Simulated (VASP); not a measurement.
Runs of VASP 6.6.1 on LiF (rocksalt type). The structure is that of space group Fm-3m (No. 225), or close to it. The cells are those of the table. 

```tsv
task	cell	gap on the mesh (eV)
single point	a = 2.828 Å, angles 60.0°, 2 atoms	9.29
single point	a = 2.900 Å, angles 60.0°, 2 atoms	8.62
electric field gradients	a = 2.924 Å, angles 60.0°, 2 atoms	8.42
electric field gradients	a = 2.877 Å, angles 60.0°, 2 atoms	(a)
single point	a = 2.852 Å, angles 60.0°, 2 atoms	9.05
single point	a = 2.924 Å, angles 60.0°, 2 atoms	8.42
```

Alike in all rows: level PBE; potentials or basis VASP PAW PBE potentials, release 64 (Li_sv, F); no spin polarisation; k mesh 14 × 14 × 14; cutoff (eV) 520; smearing fermi-dirac 0.03 eV.

**Question.** Fill in the values left out.

**Answer.** (a) 8.83.

A k mesh can miss the band edges.
